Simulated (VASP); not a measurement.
# K8Cl7 (a cell with a defect) in VASP: a series of runs

Runs on K8Cl7 (a cell with a defect). Level: PBEsol. Tasks: single point.

All numbers are computed with VASP 6.6.1; they aren't measurements. Logs are shortened: lines on timing, memory, paths and dates and some standing lists are left out, and cuts for length are marked.

### Step 1. The cell of the first run

The cell holds a defect, 15 atoms: a = 8.827 Å, b = 8.827 Å, c = 8.827 Å, α = 60.00°, β = 60.00°, γ = 60.00°.

### Step 2. Single point, PBEsol (atoms taken out, then relaxed in part)

The input, INCAR:

```
SYSTEM = K8Cl7
ALGO = Normal
EDIFF = 1E-6
ENCUT = 520
GGA = PS
ISIF = 2
ISMEAR = 0
LASPH = .TRUE.
LCHARG = .TRUE.
LELF = .TRUE.
LREAL = Auto
LVHAR = .TRUE.
LWAVE = .FALSE.
NBANDS = 74
NELECT = 120.0
NELM = 60
PREC = Accurate
SIGMA = 0.05
```

The input, KPOINTS:

```
k-points
0
G
  4 4 4
  0 0 0
```

The input, POSCAR:

```
K8Cl7
1.0
    0.0000000000      6.2414083080     -6.2414083080
    6.2414083080      6.2414083080      0.0000000000
    6.2414083080      0.0000000000     -6.2414083080
K Cl
8 7
Direct
    0.5114452554      0.5114452554     -0.0114452554
    0.5114452554     -0.0114452554     -0.0114452554
    0.9885547446      0.5114452554     -0.0114452554
    1.0000000000      0.0000000000      0.0000000000
    0.5000000000      0.5000000000      0.5000000000
    0.5114452554     -0.0114452554      0.5114452554
    0.9885547446      0.5114452554      0.5114452554
    0.9885547446     -0.0114452554      0.5114452554
    0.2500000000     -0.2500000000      0.2500000000
    0.7500000000      0.7500000000      0.2500000000
    0.7500000000      0.2500000000      0.2500000000
    0.2500000000      0.7500000000      0.7500000000
    0.2500000000      0.2500000000      0.7500000000
    0.7500000000      0.7500000000      0.7500000000
    0.7500000000      0.2500000000      0.7500000000
```

Potentials or basis: VASP PAW PBE potentials, release 64 (K_sv, Cl).

Launch:

```bash
$ cat potpaw_PBE.64/K_sv/POTCAR potpaw_PBE.64/Cl/POTCAR > POTCAR
$ mpirun -np 1 vasp_std > vasp.out
```

OUTCAR:

```text
SYSTEM = K8Cl7
   EDIFF = 1E-6
   ENCUT = 520
   GGA = PS
   ISIF = 2
   ISMEAR = 0
   LASPH = .TRUE.
   LREAL = Auto
   NELECT = 120.0
   NELM = 60
   PREC = Accurate

 ion  position               nearest neighbor table
   1  0.511  0.511  0.989-  14 2.98  11 3.12  12 3.12   9 3.12  15 3.12
   2  0.511  0.989  0.989-  14 2.98  10 3.12  13 3.12   9 3.12  15 3.12
   3  0.989  0.511  0.989-  14 2.98  11 3.12  12 3.12  13 3.12  10 3.12
   4  0.000  0.000  0.000-   9 3.12  10 3.12  11 3.12  12 3.12  13 3.12  15 3.12
   5  0.500  0.500  0.500-   9 3.12  10 3.12  11 3.12  12 3.12  13 3.12  15 3.12
   6  0.511  0.989  0.511-  14 2.98  11 3.12  12 3.12  13 3.12  10 3.12
   7  0.989  0.511  0.511-  14 2.98  10 3.12  13 3.12   9 3.12  15 3.12
   8  0.989  0.989  0.511-  14 2.98  11 3.12  12 3.12   9 3.12  15 3.12
   9  0.250  0.750  0.250-   4 3.12   5 3.12   1 3.12   2 3.12   7 3.12   8 3.12
  10  0.750  0.750  0.250-   4 3.12   5 3.12   2 3.12   3 3.12   6 3.12   7 3.12
  11  0.750  0.250  0.250-   4 3.12   5 3.12   1 3.12   3 3.12   6 3.12   8 3.12
  12  0.250  0.750  0.750-   4 3.12   5 3.12   1 3.12   3 3.12   6 3.12   8 3.12
  13  0.250  0.250  0.750-   4 3.12   5 3.12   2 3.12   3 3.12   6 3.12   7 3.12
  14  0.750  0.750  0.750-   1 2.98   2 2.98   3 2.98   6 2.98   7 2.98   8 2.98
  15  0.750  0.250  0.750-   4 3.12   5 3.12   1 3.12   2 3.12   7 3.12   8 3.12

  LATTYP: Found a face centered cubic cell.
 ALAT       =    12.4828166160

  Lattice vectors:

 A1 = (   0.0000000000,   6.2414083080,  -6.2414083080)
 A2 = (   6.2414083080,   6.2414083080,   0.0000000000)
 A3 = (   6.2414083080,   0.0000000000,  -6.2414083080)

Analysis of symmetry for initial positions (statically):
=====================================================================
 Subroutine PRICEL returns:
 Original cell was already a primitive cell.

 Routine SETGRP: Setting up the symmetry group for a
 face centered cubic supercell.

 Subroutine GETGRP returns: Found 48 space group operations
 (whereof 24 operations were pure point group operations)
 out of a pool of 48 trial point group operations.

The static configuration has the point symmetry T_d .
 The point group associated with its full space group is O_h .

Analysis of symmetry for dynamics (positions and initial velocities):
=====================================================================
 Subroutine PRICEL returns:
 Original cell was already a primitive cell.

 Routine SETGRP: Setting up the symmetry group for a
 face centered cubic supercell.

 Subroutine GETGRP returns: Found 48 space group operations
 (whereof 24 operations were pure point group operations)
 out of a pool of 48 trial point group operations.

The dynamic configuration has the point symmetry T_d .
 The point group associated with its full space group is O_h .

 Subroutine INISYM returns: Found 48 space group operations
 (whereof 24 operations are pure point group operations),
 and found     1 'primitive' translations

----------------------------------------------------------------------------------------

                                     Primitive cell

  volume of cell :     486.2703

  direct lattice vectors                    reciprocal lattice vectors
     0.000000000  6.241408308 -6.241408308    -0.080110125  0.080110125 -0.080110125
     6.241408308  6.241408308  0.000000000     0.080110125  0.080110125  0.080110125
     6.241408308  0.000000000 -6.241408308     0.080110125 -0.080110125 -0.080110125

  length of vectors
     8.826684277  8.826684277  8.826684277     0.138754807  0.138754807  0.138754807

  position of ions in fractional coordinates (direct lattice)
     0.511445255  0.511445255  0.988554745
     0.511445255  0.988554745  0.988554745
     0.988554745  0.511445255  0.988554745
     0.000000000  0.000000000  0.000000000
     0.500000000  0.500000000  0.500000000
     0.511445255  0.988554745  0.511445255
     0.988554745  0.511445255  0.511445255
     0.988554745  0.988554745  0.511445255
     0.250000000  0.750000000  0.250000000
     0.750000000  0.750000000  0.250000000
     0.750000000  0.250000000  0.250000000
     0.250000000  0.750000000  0.750000000
     0.250000000  0.250000000  0.750000000
     0.750000000  0.750000000  0.750000000
     0.750000000  0.250000000  0.750000000

  ion indices of the primitive-cell ions
   primitive index   ion index
                 1           1
                 2           2
                 3           3
                 4           4
                 5           5
                 6           6
                 7           7
                 8           8
                 9           9
                10          10
                11          11
                12          12
                13          13
                14          14
                15          15

----------------------------------------------------------------------------------------

 KPOINTS: k-points

Automatic generation of k-mesh.
 Grid dimensions read from file:
 generate k-points for:    4    4    4

 Generating k-lattice:

  Cartesian coordinates                     Fractional coordinates (reciprocal lattice)
    -0.020027531  0.020027531 -0.020027531     0.250000000  0.000000000  0.000000000
     0.020027531  0.020027531  0.020027531     0.000000000  0.250000000  0.000000000
     0.020027531 -0.020027531 -0.020027531     0.000000000  0.000000000  0.250000000

  Length of vectors
     0.034688702  0.034688702  0.034688702

  Shift w.r.t. Gamma in fractional coordinates (k-lattice)
     0.000000000  0.000000000  0.000000000

 Subroutine IBZKPT returns following result:
 ===========================================

 Found      8 irreducible k-points:

 Following reciprocal coordinates:
            Coordinates               Weight
  0.000000  0.000000  0.000000      1.000000
  0.250000  0.000000  0.000000      8.000000
  0.500000  0.000000  0.000000      4.000000
  0.250000  0.250000  0.000000      6.000000
  0.500000  0.250000  0.000000     24.000000
 -0.250000  0.250000  0.000000     12.000000
  0.500000  0.500000  0.000000      3.000000
 -0.250000  0.500000  0.250000      6.000000
   k-points           NKPTS =      8   k-points in BZ     NKDIM =      8   number of bands    NBANDS=     74
   number of dos      NEDOS =    301   number of ions     NIONS =     15
   total plane-waves  NPLWV = 343000
   dimension x,y,z NGX =    70 NGY =   70 NGZ =   70
   dimension x,y,z NGXF=   140 NGYF=  140 NGZF=  140
   ions per type =               8   7
   NGX,Y,Z   is equivalent  to a cutoff of  13.18, 13.18, 13.18 a.u.
   NGXF,Y,Z  is equivalent  to a cutoff of  26.37, 26.37, 26.37 a.u.
 SYSTEM =  K8Cl7
   PREC   = accura    normal or accurate (medium, high low for compatibility)
   ISTART =      0    job   : 0-new  1-cont  2-samecut
   ICHARG =      2    charge: 1-file 2-atom 10-const
   ISPIN  =      1    spin polarized calculation?
   LNONCOLLINEAR =      F non collinear calculations
   LSORBIT =      F    spin-orbit coupling
   LASPH  =      T    aspherical Exc in radial PAW
   ENCUT  =  520.0 eV  38.22 Ry    6.18 a.u.  16.41 16.41 16.41*2*pi/ulx,y,z
   NELM   =     60;   NELMIN=  2; NELMDL= -5     # of ELM steps
   EDIFF  = 0.1E-05   stopping-criterion for ELM
   LREAL  =      T    real-space projection
   EDIFFG = 0.1E-04   stopping-criterion for IOM
   NSW    =      0    number of steps for IOM
[... 5 lines left out ...]
   TEBEG  =    0.0;   TEEND  =   0.0 temperature during run
   PSTRESS=    0.0 pullay stress
   NELECT =     120.0000    total number of electrons
   NUPDOWN=      -1.0000    fix difference up-down
   EMIN   =  10.00;   EMAX   =-10.00  energy-range for DOS
   EFERMI =   0.00;   METHOD = LEGACY
   ISMEAR =     0;   SIGMA  =   0.05  broadening in eV -4-tet -1-fermi 0-gaus
   EFERMI_NEDOS =   21; number of points for ismear=-14 and -15
   IALGO  =     38    algorithm
   IMIX   =      4    mixing-type and parameters
     AMIX     =   0.40;   BMIX     =  1.00
     AMIX_MAG =   1.60;   BMIX_MAG =  1.00
  volume/ion in A,a.u.               =      32.42       218.77
  Fermi-wavevector in a.u.,A,eV,Ry     =   1.026855  1.940475 14.346420  1.054432
  Thomas-Fermi vector in A             =   2.160770
   LORBIT       =      0    0 simple, 1 ext, 2 COOP (PROOUT), +10 PAW based schemes
   GGA     = PS    functional components
   LHFCALC =     F    Hartree Fock is set to
   AEXX    =    0.0000 exact exchange contribution
   IVDW    =     0    specifies the selected vdW correction
   LEPSILON=     F    determine dielectric tensor
   LRPA    =     F    only Hartree local field effects (RPA)
 non-spin polarized calculation
 Gauss-broadening in eV      SIGMA  =   0.05
  energy-cutoff  :      520.00
  volume of cell :      486.27
 maximum number of plane-waves:     13122
 NGX is ok and might be reduce to    70
   NGX = 33   NGY = 33   NGZ = 33

 number of electron     119.9999986 magnetization

 Free energy of the ion-electron system (eV)
  ---------------------------------------------------
  ext. energy  EPLUGINS =         0.00000000
  ---------------------------------------------------
  free energy    TOTEN  =       -52.15584993 eV

  energy without entropy =      -52.15584993  energy(sigma->0) =      -52.15584993

 E-fermi :  -1.6557     XC(G=0):  -7.3711

 val. band max:       -1.9087410913   @ k =   0.0000   0.0000   0.0000
 cond. band min:       2.4355498102   @ k =   0.0000   0.0000   0.0000
 fundamental gap:      4.3442909015
 Fermi energy:        -1.6556680325

 k-point     1 :       0.0000    0.0000    0.0000
  band No.  band energies     occupation
      1     -29.1505      2.00000
      2     -29.1406      2.00000
      3     -29.1406      2.00000
      4     -29.1406      2.00000
      5     -29.1364      2.00000
      6     -29.1364      2.00000
[... 589 lines left out ...]
     71       5.8571      0.00000
     72       5.8571      0.00000
 [bands above 72 left out]

------------------------ aborting loop because EDIFF is reached ----------------------------------------

  FORCE on cell =-STRESS in cart. coord.  units (eV):
  Direction    XX          YY          ZZ          XY          YZ          ZX
  --------------------------------------------------------------------------------------
  -------------------------------------------------------------------------------------
  Total       -3.4203379     -3.4203379     -3.4203379      0.0000000      0.0000000      0.0000000
  in kB      -11.2694264    -11.2694264    -11.2694264      0.0000000      0.0000000      0.0000000
  external PRESSURE =     -11.2694264 kB  Pullay stress =       0.0000000 kB

 VOLUME and BASIS-vectors are now :
 -----------------------------------------------------------------------------
  energy-cutoff  :      520.00
  volume of cell :      486.27
      direct lattice vectors                 reciprocal lattice vectors
     0.000000000  6.241408308 -6.241408308    -0.080110125  0.080110125 -0.080110125
     6.241408308  6.241408308  0.000000000     0.080110125  0.080110125  0.080110125
     6.241408308  0.000000000 -6.241408308     0.080110125 -0.080110125 -0.080110125

 POSITION                                       TOTAL-FORCE (eV/Angst)
 -----------------------------------------------------------------------------------
      9.36211      6.38428     -9.36211        -0.000000     -0.009954      0.000000
     12.33995      9.36211     -9.36211         0.009954     -0.000000      0.000000
      9.36211      9.36211    -12.33995        -0.000000     -0.000000     -0.009954
      0.00000      0.00000      0.00000        -0.000000     -0.000000      0.000000
      6.24141      6.24141     -6.24141        -0.000000     -0.000000      0.000000
      9.36211      9.36211     -6.38428        -0.000000     -0.000000      0.009954
      6.38428      9.36211     -9.36211        -0.009954     -0.000000      0.000000
      9.36211     12.33995     -9.36211        -0.000000      0.009954      0.000000
      6.24141      6.24141     -3.12070        -0.000000     -0.000000      0.000000
      6.24141      9.36211     -6.24141        -0.000000     -0.000000      0.000000
      3.12070      6.24141     -6.24141        -0.000000     -0.000000      0.000000
      9.36211      6.24141     -6.24141        -0.000000     -0.000000      0.000000
      6.24141      3.12070     -6.24141        -0.000000     -0.000000      0.000000
      9.36211      9.36211     -9.36211        -0.000000     -0.000000      0.000000
      6.24141      6.24141     -9.36211        -0.000000     -0.000000      0.000000
 -----------------------------------------------------------------------------------
    total drift:                                0.000000     -0.000000     -0.000000

  FREE ENERGIE OF THE ION-ELECTRON SYSTEM (eV)
  ---------------------------------------------------
  free  energy   TOTEN  =       -52.1558499279 eV

  energy  without entropy=      -52.1558499279  energy(sigma->0) =      -52.15584993
```

Run time: 24 min. Hardware: 1 thread of Intel Xeon 8259CL, shared host; peak memory 0.75 GiB.

What came out:

- Free energy: -52.1558 eV
- Largest force: 0.010 eV/Å

Forces in eV/Å, atoms in the order of the input:
```
K    0.000 -0.010  0.000
K    0.010  0.000  0.000
K    0.000  0.000 -0.010
K    0.000  0.000  0.000
K    0.000  0.000  0.000
K    0.000  0.000  0.010
K   -0.010  0.000  0.000
K    0.000  0.010  0.000
Cl   0.000  0.000  0.000
Cl   0.000  0.000  0.000
Cl   0.000  0.000  0.000
Cl   0.000  0.000  0.000
Cl   0.000  0.000  0.000
Cl   0.000  0.000  0.000
Cl   0.000  0.000  0.000
```

Caveat: the cell carries a net charge on a neutralising background, which shifts energy and pressure; the cell differs from its parent crystal (atoms taken out, then relaxed in part); the cell is charged against a uniform background, so pressure and absolute levels hang on convention; the PAW data sets were made with another functional, which shifts forces and pressure a little.

### Step 3. Single point, PBEsol

The input, INCAR:

```
SYSTEM = K8Cl7
PREC     = Accurate       ! precision mode
ENCUT    = 520            ! plane-wave cutoff, eV
EDIFF    = 1E-6           ! SCF threshold, eV
ISMEAR   = 0              ! smearing method
SIGMA    = 0.05           ! smearing width, eV
LREAL    = Auto         
LASPH    = .True.         ! aspherical terms in the spheres
NELM     = 60             ! most SCF steps
ALGO     = Normal         ! electronic algorithm
ISIF     = 2              ! what is computed and relaxed
LWAVE    = .False.        ! write WAVECAR
LCHARG   = .True.         ! write CHGCAR
GGA      = PS             ! functional
LELF     = .True.         ! ELF
LVHAR    = .True.       
NELECT   = 120.0        
NBANDS   = 74             ! bands
```

The input, KPOINTS:

```
Automatic mesh
0
Gamma
  4 4 4
  0 0 0
```

The input, POSCAR:

```
K8Cl7
1.0
    0.0000000000      6.2414083080     -6.2414083080
    6.2414083080      6.2414083080      0.0000000000
    6.2414083080      0.0000000000     -6.2414083080
K Cl
8 7
Direct
    0.5114453089      0.4885546418     -0.0114453336
    0.5114453089      0.0114453336     -0.0114453336
    0.9999999507      0.4999999753      0.0000000000
    0.9885546171      0.0114453336     -0.0114453336
    0.5114453089      0.4885546418      0.5114453089
    0.4999999753      0.0000000000      0.4999999753
    0.9885546171      0.4885546418      0.5114453089
    0.9885546171      0.0114453336      0.5114453089
    0.2499999877      0.2499999877      0.2499999877
    0.7499999630      0.7499999630      0.2499999877
    0.7499999630      0.2499999877      0.2499999877
    0.2499999877      0.7499999630      0.7499999630
    0.2499999877      0.2499999877      0.7499999630
    0.7499999630      0.7499999630      0.7499999630
    0.7499999630      0.2499999877      0.7499999630
```

Potentials or basis: VASP PAW PBE potentials, release 64 (K_sv, Cl).

Launch:

```bash
$ cat potpaw_PBE.64/K_sv/POTCAR potpaw_PBE.64/Cl/POTCAR > POTCAR
$ mpirun -np 1 vasp_std > vasp.out
```

Wall time 25 min (1 thread of Intel Xeon 8259CL, shared host); peak memory 0.75 GiB.

Results (log left out):

```
Free energy   : -52.1558 eV
Largest force : 0.010 eV/Å
```

Forces in eV/Å, atoms in the order of the input:
```
K    0.010  0.000  0.000
K    0.000 -0.010  0.000
K    0.000  0.000  0.000
K    0.000  0.000 -0.010
K    0.000  0.000  0.010
K    0.000  0.000  0.000
K    0.000  0.010  0.000
K   -0.010  0.000  0.000
Cl   0.000  0.000  0.000
Cl   0.000  0.000  0.000
Cl   0.000  0.000  0.000
Cl   0.000  0.000  0.000
Cl   0.000  0.000  0.000
Cl   0.000  0.000  0.000
Cl   0.000  0.000  0.000
```

Levels at points of the mesh, in eV from the Fermi level:
```
           k point  band 58  band 59  band 60  band 61  band 62  band 63
(0.00, 0.00, 0.00)    -0.25    -0.25    -0.25     4.09     6.11     6.17
(0.50, 0.00, 0.00)    -0.41    -0.40    -0.40     4.78     5.70     6.66
(0.50, 0.50, 0.00)    -0.49    -0.32    -0.32     4.85     5.91     6.53
```

Caveat: the cell carries a net charge on a neutralising background, which shifts energy and pressure; the cell is charged against a uniform background, so pressure and absolute levels hang on convention; the PAW data sets were made with another functional, which shifts forces and pressure a little.
